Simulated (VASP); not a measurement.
# HfN in VASP: further runs, part 3 of 3

VASP 6.6.1.

## Step 5: Electric field gradients, LDA (equal xy, yz and zx shear strains of -2 %)

File INCAR:

```
SYSTEM = HfN
PREC = Accurate
ENCUT = 520
EDIFF = 1E-8
ISMEAR = -1
SIGMA = 0.03
LREAL = .False.
LASPH = .True.
NELM = 100
ALGO = Normal
ISIF = 2
LWAVE = .False.
LCHARG = .False.
GGA = CA
LEFG = .True.
NBANDS = 14
```

File KPOINTS:

```
regular mesh
0
Gamma
  10 10 10
  0 0 0
```

File POSCAR:

```
HfN
1.0
   -0.0451800000      2.2364100000      2.2364100000
    2.2364100000     -0.0451800000      2.2364100000
    2.2364100000      2.2364100000     -0.0451800000
Hf N
1 1
Direct
    0.0000000000      0.0000000000      0.0000000000
    0.5000000000      0.5000000000      0.5000000000
```

Potentials or basis: VASP PAW LDA potentials, release 64 (Hf_pv, N).

The run is started by

```
> cat potpaw_LDA.64/Hf_pv/POTCAR potpaw_LDA.64/N/POTCAR > POTCAR
> mpirun -np 1 vasp_std > vasp.out
```

OUTCAR:

```text
SYSTEM = HfN
   PREC = Accurate
   ENCUT = 520
   EDIFF = 1E-8
   ISMEAR = -1
   LREAL = .False.
   LASPH = .True.
   NELM = 100
   ISIF = 2
   GGA = CA

 ion  position               nearest neighbor table
   1  0.000  0.000  0.000-   2 2.26   2 2.26   2 2.26   2 2.26   2 2.26   2 2.26
   2  0.500  0.500  0.500-   1 2.26   1 2.26   1 2.26   1 2.26   1 2.26   1 2.26

  LATTYP: Found a trigonal (rhomboedric) cell.
 ALAT       =     3.1630840344
 COS(alpha) =     0.4797000918

  Lattice vectors:

 A1 = (  -0.0451800000,   2.2364100000,   2.2364100000)
 A2 = (   2.2364100000,  -0.0451800000,   2.2364100000)
 A3 = (   2.2364100000,   2.2364100000,  -0.0451800000)

Analysis of symmetry for initial positions (statically):
=====================================================================
 Subroutine PRICEL returns:
 Original cell was already a primitive cell.

 Routine SETGRP: Setting up the symmetry group for a
 trigonal (rhombohedral) supercell.

 Subroutine GETGRP returns: Found 12 space group operations
 (whereof 12 operations were pure point group operations)
 out of a pool of 12 trial point group operations.

The static configuration has the point symmetry D_3d.

Analysis of symmetry for dynamics (positions and initial velocities):
=====================================================================
 Subroutine PRICEL returns:
 Original cell was already a primitive cell.

 Routine SETGRP: Setting up the symmetry group for a
 trigonal (rhombohedral) supercell.

 Subroutine GETGRP returns: Found 12 space group operations
 (whereof 12 operations were pure point group operations)
 out of a pool of 12 trial point group operations.

The dynamic configuration has the point symmetry D_3d.

 Subroutine INISYM returns: Found 12 space group operations
 (whereof 12 operations are pure point group operations),
 and found     1 'primitive' translations

----------------------------------------------------------------------------------------

                                     Primitive cell

  volume of cell :      23.0488

  direct lattice vectors                    reciprocal lattice vectors
    -0.045180000  2.236410000  2.236410000    -0.216909243  0.221381598  0.221381598
     2.236410000 -0.045180000  2.236410000     0.221381598 -0.216909243  0.221381598
     2.236410000  2.236410000 -0.045180000     0.221381598  0.221381598 -0.216909243

  length of vectors
     3.163084034  3.163084034  3.163084034     0.380879566  0.380879566  0.380879566

  position of ions in fractional coordinates (direct lattice)
     0.000000000  0.000000000  0.000000000
     0.500000000  0.500000000  0.500000000

  ion indices of the primitive-cell ions
   primitive index   ion index
                 1           1
                 2           2

----------------------------------------------------------------------------------------

 KPOINTS: regular mesh

Automatic generation of k-mesh.
[... 78 lines left out ...]
   NUPDOWN=      -1.0000    fix difference up-down
   EMIN   =  10.00;   EMAX   =-10.00  energy-range for DOS
   EFERMI =   0.00;   METHOD = LEGACY
   ISMEAR =    -1;   SIGMA  =   0.03  broadening in eV -4-tet -1-fermi 0-gaus
   EFERMI_NEDOS =   21; number of points for ismear=-14 and -15
   IALGO  =     38    algorithm
   IMIX   =      4    mixing-type and parameters
     AMIX     =   0.40;   BMIX     =  1.00
     AMIX_MAG =   1.60;   BMIX_MAG =  1.00
  volume/ion in A,a.u.               =      11.52        77.77
  Fermi-wavevector in a.u.,A,eV,Ry     =   1.418696  2.680947 27.384432  2.012699
  Thomas-Fermi vector in A             =   2.539795
   LORBIT       =      0    0 simple, 1 ext, 2 COOP (PROOUT), +10 PAW based schemes
   GGA     = CA    functional components
   LHFCALC =     F    Hartree Fock is set to
   AEXX    =    0.0000 exact exchange contribution
   IVDW    =     0    specifies the selected vdW correction
   LEPSILON=     F    determine dielectric tensor
   LRPA    =     F    only Hartree local field effects (RPA)
 non-spin polarized calculation
  energy-cutoff  :      520.00
  volume of cell :       23.05
 maximum number of plane-waves:       632
   NGX = 11   NGY = 11   NGZ = 11

 number of electron      15.0000000 magnetization

 Free energy of the ion-electron system (eV)
  ---------------------------------------------------
  ext. energy  EPLUGINS =         0.00000000
  ---------------------------------------------------
  free energy    TOTEN  =       -23.82720445 eV

  energy without entropy =      -23.82530028  energy(sigma->0) =      -23.82625237

 E-fermi :   8.2364     XC(G=0): -12.9814

 val. band max:        8.2351297866   @ k =   0.2000   0.1000   0.1000
 cond. band min:       8.2493607445   @ k =  -0.4000   0.4000   0.2000
 fundamental gap:      0.0142309580
 Fermi energy:         8.2363694375

 k-point     1 :       0.0000    0.0000    0.0000
  band No.  band energies     occupation
      1     -22.7476      2.00000
      2     -22.7476      2.00000
      3     -22.7132      2.00000
      4      -9.0386      2.00000
      5       5.1960      2.00000
      6       5.1960      2.00000
      7       5.3515      2.00000
      8       7.6402      2.00000
      9       7.6402      2.00000
     10       8.0909      1.98447
     11      10.1206      0.00000
     12      10.1206      0.00000
     13      10.2295      0.00000
     14      17.8611      0.00000
[... 377 lines left out ...]
      1     -23.4319      2.00000
      2     -23.0223      2.00000
      3     -22.9566      2.00000
      4      -7.6076      2.00000
      5       1.6658      2.00000
      6       3.6000      2.00000
      7       4.2256      2.00000
      8       5.7002      2.00000
      9      12.2187      0.00000
     10      12.7087      0.00000
     11      12.9592      0.00000
     12      13.0566      0.00000
     13      17.3306      0.00000
     14      19.3829      0.00000

 [... further k-points ...]
[... 5 lines left out ...]
  --------------------------------------------------------------------------------------
  -------------------------------------------------------------------------------------
  Total       -1.5145369     -1.5145369     -1.5145369      0.3376190      0.3376190      0.3376190
  in kB     -105.2792872   -105.2792872   -105.2792872     23.4687501     23.4687501     23.4687501
  external PRESSURE =    -105.2792872 kB  Pullay stress =       0.0000000 kB

 VOLUME and BASIS-vectors are now :
 -----------------------------------------------------------------------------
  energy-cutoff  :      520.00
  volume of cell :       23.05
      direct lattice vectors                 reciprocal lattice vectors
    -0.045180000  2.236410000  2.236410000    -0.216909243  0.221381598  0.221381598
     2.236410000 -0.045180000  2.236410000     0.221381598 -0.216909243  0.221381598
     2.236410000  2.236410000 -0.045180000     0.221381598  0.221381598 -0.216909243

 POSITION                                       TOTAL-FORCE (eV/Angst)
 -----------------------------------------------------------------------------------
      0.00000      0.00000      0.00000         0.000000      0.000000      0.000000
      2.21382      2.21382      2.21382        -0.000000      0.000000     -0.000000
 -----------------------------------------------------------------------------------
    total drift:                                0.000000     -0.000000     -0.000000

  FREE ENERGIE OF THE ION-ELECTRON SYSTEM (eV)
  ---------------------------------------------------
  free  energy   TOTEN  =       -23.8272044468 eV

  energy  without entropy=      -23.8253002837  energy(sigma->0) =      -23.82625237

 Electric field gradients (V/A^2)
---------------------------------------------------------------------
 ion       V_xx      V_yy      V_zz      V_xy      V_xz      V_yz
---------------------------------------------------------------------
   1      -0.000    -0.000     0.000     7.140     7.140     7.140
   2       0.000     0.000     0.000    -1.136    -1.136    -1.136
---------------------------------------------------------------------

 Electric field gradients after diagonalization (V/A^2)
 (convention: |V_zz| > |V_xx| > |V_yy|)
----------------------------------------------------------------------
 ion       V_xx      V_yy      V_zz     asymmetry (V_yy - V_xx)/ V_zz
----------------------------------------------------------------------
   1      -7.140    -7.140    14.281       0.000
   2       1.136     1.136    -2.273       0.000
----------------------------------------------------------------------

           NMR quadrupolar parameters

 Cq : quadrupolar parameter    Cq=e*Q*V_zz/h
 eta: asymmetry parameters     (V_yy - V_xx)/ V_zz
 Q  : nuclear electric quadrupole moment in mb (millibarn)
----------------------------------------------------------------------
 ion       Cq(MHz)       eta       Q (mb)
----------------------------------------------------------------------
   1       0.035       0.000       1.000
   2      -0.005       0.000       1.000
----------------------------------------------------------------------
```

OSZICAR:

```text
N       E                     dE             d eps       ncg     rms          rms(c)
DAV:   1     0.350596855344E+02    0.35060E+02   -0.77438E+03  3256   0.100E+03
DAV:   2    -0.250196956611E+02   -0.60079E+02   -0.56131E+02  4202   0.228E+02
DAV:   3    -0.268041550948E+02   -0.17845E+01   -0.17785E+01  3806   0.315E+01
DAV:   4    -0.268103184522E+02   -0.61634E-02   -0.61622E-02  3854   0.222E+00
DAV:   5    -0.268103579970E+02   -0.39545E-04   -0.39544E-04  3834   0.150E-01    0.502E+01
DAV:   6    -0.239903296778E+02    0.28200E+01   -0.84973E+00  3494   0.219E+01    0.433E+01
DAV:   7    -0.238665514743E+02    0.12378E+00   -0.47731E-01  4154   0.522E+00    0.270E+01
DAV:   8    -0.238329001089E+02    0.33651E-01   -0.13317E-01  4094   0.294E+00    0.523E+00
DAV:   9    -0.238273784339E+02    0.55217E-02   -0.15443E-02  3788   0.975E-01    0.188E+00
DAV:  10    -0.238272289722E+02    0.14946E-03   -0.92551E-04  4252   0.268E-01    0.334E-01
DAV:  11    -0.238272050112E+02    0.23961E-04   -0.63088E-05  3718   0.743E-02    0.520E-02
DAV:  12    -0.238272044463E+02    0.56495E-06   -0.65038E-06  4314   0.214E-02    0.896E-03
DAV:  13    -0.238272044468E+02   -0.56207E-09   -0.89231E-08  3578   0.286E-03
   1 F= -.23827204E+02 E0= -.23826252E+02  d E =-.190416E-02
```

stdout:

```text
POSCAR found type information on POSCAR HfN
 POSCAR found :  2 types and       2 ions
 scaLAPACK will be used
 LDA part: xc-table for (Slater(with rela. corr.)+CA(PZ))
 , standard interpolation
 POSCAR, INCAR and KPOINTS ok, starting setup
 FFT: planning ... GRIDC
 FFT: planning ... GRID_SOFT
 FFT: planning ... GRID
 WAVECAR not read
 entering main loop
ion   1

ion   2
```

Wall time 14 s (1 thread of Intel Xeon 6975P-C (Granite Rapids), shared host); peak memory 0.15 GiB.

Results:

| Quantity | Value |
| --- | --- |
| Free energy | -23.8272 eV |
| Pressure | -10.5 GPa |

Stress tensor (GPa, compression positive):
```
-10.53   2.35   2.35
  2.35 -10.53   2.35
  2.35   2.35 -10.53
```

Electric field gradients, principal values (V/Å²):
```
atom   least  middle  greatest (by size)
1 Hf  -7.140  -7.140              14.281
 2 N   1.136   1.136              -2.273
```

Caveat: the cell differs from its parent crystal (equal xy, yz and zx shear strains of -2 %); without QUAD_EFG the Cq values of the log hold for a quadrupole moment of 1 mb, not for the nuclei; spin-orbit coupling is left out, which moves the levels of the heavy elements.

## Step 6: Electric field gradients, LDA (equal xy, yz and zx shear strains of +3 %)

File INCAR:

```
SYSTEM = HfN
ALGO = Normal
EDIFF = 1E-8
ENCUT = 520
GGA = CA
ISIF = 2
ISMEAR = -1
LASPH = .TRUE.
LCHARG = .FALSE.
LEFG = .TRUE.
LREAL = .FALSE.
LWAVE = .FALSE.
NBANDS = 14
NELM = 80
PREC = Accurate
SIGMA = 0.03
```

File KPOINTS:

```
k-points
0
G
  10 10 10
  0 0 0
```

File POSCAR:

```
HfN
1.0
    0.0677700000      2.2928850000      2.2928850000
    2.2928850000      0.0677700000      2.2928850000
    2.2928850000      2.2928850000      0.0677700000
Hf N
1 1
Direct
    0.0000000000      0.0000000000      0.0000000000
    0.5000000000      0.5000000000      0.5000000000
```

Potentials or basis: VASP PAW LDA potentials, release 64 (Hf_pv, N).

The run is started by

```
> cat potpaw_LDA.64/Hf_pv/POTCAR potpaw_LDA.64/N/POTCAR > POTCAR
> mpirun -np 1 vasp_std > vasp.out
```

OUTCAR:

```text
SYSTEM = HfN
   EDIFF = 1E-8
   ENCUT = 520
   GGA = CA
   ISIF = 2
   ISMEAR = -1
   LASPH = .TRUE.
   LREAL = .FALSE.
   NELM = 80
   PREC = Accurate

 ion  position               nearest neighbor table
   1  0.000  0.000  0.000-   2 2.26   2 2.26   2 2.26   2 2.26   2 2.26   2 2.26
   2  0.500  0.500  0.500-   1 2.26   1 2.26   1 2.26   1 2.26   1 2.26   1 2.26

  LATTYP: Found a trigonal (rhomboedric) cell.
 ALAT       =     3.2433371732
 COS(alpha) =     0.5293254421

  Lattice vectors:

 A1 = (   0.0677700000,   2.2928850000,   2.2928850000)
 A2 = (   2.2928850000,   0.0677700000,   2.2928850000)
 A3 = (   2.2928850000,   2.2928850000,   0.0677700000)

Analysis of symmetry for initial positions (statically):
=====================================================================
 Subroutine PRICEL returns:
 Original cell was already a primitive cell.

 Routine SETGRP: Setting up the symmetry group for a
 trigonal (rhombohedral) supercell.

[... 597 lines left out ...]
     0.067770000  2.292885000  2.292885000    -0.227979926  0.221435048  0.221435048
     2.292885000  0.067770000  2.292885000     0.221435048 -0.227979926  0.221435048
     2.292885000  2.292885000  0.067770000     0.221435048  0.221435048 -0.227979926

 POSITION                                       TOTAL-FORCE (eV/Angst)
 -----------------------------------------------------------------------------------
      0.00000      0.00000      0.00000        -0.000000      0.000000      0.000000
      2.32677      2.32677      2.32677         0.000000     -0.000000     -0.000000
 -----------------------------------------------------------------------------------
    total drift:                                0.000000     -0.000000     -0.000000

  FREE ENERGIE OF THE ION-ELECTRON SYSTEM (eV)
  ---------------------------------------------------
  free  energy   TOTEN  =       -23.8150918899 eV

  energy  without entropy=      -23.8134240446  energy(sigma->0) =      -23.81425797

 Electric field gradients (V/A^2)
---------------------------------------------------------------------
 ion       V_xx      V_yy      V_zz      V_xy      V_xz      V_yz
---------------------------------------------------------------------
   1       0.000    -0.000     0.000   -10.289   -10.289   -10.289
   2       0.000    -0.000     0.000     1.676     1.676     1.676
---------------------------------------------------------------------

 Electric field gradients after diagonalization (V/A^2)
 (convention: |V_zz| > |V_xx| > |V_yy|)
----------------------------------------------------------------------
 ion       V_xx      V_yy      V_zz     asymmetry (V_yy - V_xx)/ V_zz
----------------------------------------------------------------------
   1      10.289    10.289   -20.578       0.000
   2      -1.676    -1.676     3.352       0.000
----------------------------------------------------------------------

           NMR quadrupolar parameters

 Cq : quadrupolar parameter    Cq=e*Q*V_zz/h
 eta: asymmetry parameters     (V_yy - V_xx)/ V_zz
 Q  : nuclear electric quadrupole moment in mb (millibarn)
----------------------------------------------------------------------
 ion       Cq(MHz)       eta       Q (mb)
----------------------------------------------------------------------
   1      -0.050       0.000       1.000
   2       0.008       0.000       1.000
----------------------------------------------------------------------
```

stdout:

```text
POSCAR found type information on POSCAR HfN
 POSCAR found :  2 types and       2 ions
 scaLAPACK will be used
 LDA part: xc-table for (Slater(with rela. corr.)+CA(PZ))
 , standard interpolation
 POSCAR, INCAR and KPOINTS ok, starting setup
 FFT: planning ... GRIDC
 FFT: planning ... GRID_SOFT
 FFT: planning ... GRID
 WAVECAR not read
 entering main loop
ion   1

ion   2
```

Wall time 17 s (1 thread of Intel Xeon 6975P-C (Granite Rapids), shared host); peak memory 0.15 GiB.

What came out:

```yaml
Free_energy: -23.8151 eV
Pressure: -10.4 GPa
```

Electric field gradients, principal values (V/Å²):
```
atom   least  middle  greatest (by size)
1 Hf  10.289  10.289             -20.578
 2 N  -1.676  -1.676               3.352
```

Caveat: the cell differs from its parent crystal (equal xy, yz and zx shear strains of +3 %); without QUAD_EFG the Cq values of the log hold for a quadrupole moment of 1 mb, not for the nuclei; spin-orbit coupling is left out, which moves the levels of the heavy elements.

## Step 7: The runs side by side

| cell | gap on the mesh (eV) | pressure (GPa) |
| --- | --- | --- |
| a = 3.227, b = 3.227, c = 3.259 Å, angles 59.7, 59.7, 60.7°, 2 atoms | none | -19.8 |
| a = 3.163 Å, angles 61.3°, 2 atoms | none | -10.5 |
| a = 3.243 Å, angles 58.0°, 2 atoms | none | -10.4 |

Alike in all rows: task electric field gradients; level LDA; potentials or basis VASP PAW LDA potentials, release 64 (Hf_pv, N); no spin polarisation; k mesh 10 × 10 × 10; cutoff (eV) 520; smearing fermi-dirac 0.03 eV.

Caveats: spin-orbit coupling is left out, which moves the levels of the heavy elements.

Absolute energies hang on the potentials; compare differences alone.
